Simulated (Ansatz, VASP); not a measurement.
O in VASP and in Ansatz

INCAR

```
SYSTEM = O
  PREC = Accurate
  ENCUT = 520
  EDIFF = 1E-6
  ISMEAR = 0
  SIGMA = 0.05
  LREAL = .FALSE.
  LASPH = .TRUE.
  NELM = 80
  ALGO = Normal
  ISIF = 2
  LWAVE = .FALSE.
  LCHARG = .FALSE.
  GGA = CA
  NBANDS = 13
```

The input KPOINTS:

```
Automatic mesh
0
G
  9 9 9
  0 0 0
```

POSCAR

```
O
1.0
    1.7077983607      0.9859978433      3.8051945654
   -1.7077983607      0.9859978433      3.8051945654
    0.0000000000     -1.9719956865      3.8051945654
O
2
Direct
    0.0546147200      0.0546147200      0.0546147200
    0.9453852800      0.9453852800      0.9453852800
```

Contents of input.yaml:

```yaml
crystal:
  lattice:
    - [1.7077983607, 0.9859978433, 3.8051945654]
    - [-1.7077983607, 0.9859978433, 3.8051945654]
    - [0.0, -1.9719956865, 3.8051945654]
  atoms:
    - { symbol: O, position: [0.05461472, 0.05461472, 0.05461472] }
    - { symbol: O, position: [0.94538528, 0.94538528, 0.94538528] }
hamiltonian:
  xc: lda
  pseudopotentials: { kind: paw, xc_functional: lda, accuracy: standard }
kpoints:
  mp_grid: { grid: [9, 9, 9] }
scf:
  occupations: { method: gaussian, width: 0.05 }
output:
  forces: true
  stress: true
  eigenvalues: true
  write_density: true
  write_potential: true
  elf: true
  volumetric_format: npy
```

Alike in both runs: task single point; functional LDA; k mesh 9 × 9 × 9; occupations gaussian, width 0.05 eV; no spin polarisation.

|  | VASP | Ansatz |
| --- | --- | --- |
| version | VASP 6.6.1 | Ansatz 0.2.0 |
| potentials or method | VASP PAW LDA potentials, release 64 (O) | JTH PAW LDA |
| plane-wave cutoff (eV) | 520 | 1380 |
| valence electrons in the cell | 12 | 12 |

|  | VASP | Ansatz | Ansatz less VASP |
| --- | --- | --- | --- |
| gap on the k mesh at the Fermi level (eV) | none | none | - |
| pressure (GPa) | -7.2 | -8.7 | -1.51 |
| traceless stress, the component that is largest in VASP (GPa) | -4.25 | -7.74 | -3.487 |
| rms of the force components (eV/Å) | 1.026 | 1.610 | +0.5834 |

LDA's correlation is that of Perdew and Zunger in VASP and of Perdew and Wang (1992) in Ansatz. Atom by atom the forces differ by 0.583 eV/Å (rms over components). A gap of «none» marks a metal or a gap that the smearing closes.

Noted on VASP's run: the standard files for N, O and F lose accuracy on very short bonds; spin is off for a triplet molecule. Noted on Ansatz's run: spin is off for a triplet molecule.
